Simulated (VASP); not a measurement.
# Ta4S: relaxation of the atoms with PBE

The system is Ta4S, a slab with vacuum.

```xyz
5
Lattice="3.3190 0.0000 0.0000 0.0000 3.3190 0.0000 0.0000 0.0000 20.2997" Properties=species:S:1:pos:R:3 pbc="T T T"
Ta    1.6595    1.6595    4.0000
Ta    0.0000    0.0000    5.6595
Ta    1.6595    1.6595    7.3061
Ta    0.0000    0.0000    8.7997
S     1.6595    1.6595    9.7397
```

```json
{"Program": "VASP 6.6.1", "Task": "relaxation of the atoms", "Functional": "PBE", "Potentials or basis": "VASP PAW PBE potentials, release 64 (Ta_pv, S)", "Cutoff": "450 eV", "k mesh": "8 × 8 × 1", "Occupations": "gaussian, width 0.1 eV", "Spin": "no spin polarisation", "Dipole correction": "yes", "Atoms held fixed (from 0)": "[0, 1, 2, 3]", "Further INCAR settings": "ALGO = Normal; EDIFF = 1e-07; NELMDL = -8; IBRION = 2; EDIFFG = -0.025; NSW = 36", "Atoms held along some axes (from 0)": "atom 4 along a and b"}
```

The energy gained by relaxing is 44.0 meV/atom and the ionic steps are 3. The band gap on the k mesh is zero (bands 25 and 26 overlap by 0.25 eV).

Step by step:
```csv
step,energy change (eV),largest force on free atoms (eV/Å),pressure (GPa)
1,0.0000,2.3188,1.15
2,-0.1802,0.9365,-0.01
3,-0.2202,0.0094,-0.76
```

Final structure:
```cif
data_structure
_symmetry_space_group_name_H-M 'P 1'
_symmetry_Int_Tables_number 1
_cell_length_a 3.3190
_cell_length_b 3.3190
_cell_length_c 20.2997
_cell_angle_alpha 90.000
_cell_angle_beta 90.000
_cell_angle_gamma 90.000
_cell_volume 223.61
loop_
_atom_site_label
_atom_site_type_symbol
_atom_site_fract_x
_atom_site_fract_y
_atom_site_fract_z
_atom_site_occupancy
Ta1 Ta 0.50000 0.50000 0.19705 1
Ta2 Ta 0.00000 0.00000 0.27880 1
Ta3 Ta 0.50000 0.50000 0.35991 1
Ta4 Ta 0.00000 0.00000 0.43349 1
S1 S 0.50000 0.50000 0.48960 1
```

Levels at points of the mesh, in eV from the Fermi level:
```csv
k point,band 22,band 23,band 24,band 25,band 26,band 27,band 28,band 29
"(0.00, 0.00, 0.00)",-0.43,-0.08,-0.02,0.25,0.25,0.54,0.54,1.37
"(0.50, 0.00, 0.00)",-1.47,-0.98,-0.84,-0.10,0.05,0.98,1.07,1.51
"(0.50, 0.50, 0.00)",-1.76,-1.76,-0.44,-0.44,1.80,2.08,2.08,2.32
```

Run time: 6.6 min on 1 thread of Intel(R) Xeon(R) Platinum 8275CL CPU @ 3.00GHz (Skylake/Cascade Lake), with other jobs on the host, peak memory 0.31 GiB.

Caveat: spin-orbit coupling is left out, which moves the levels of the heavy elements.
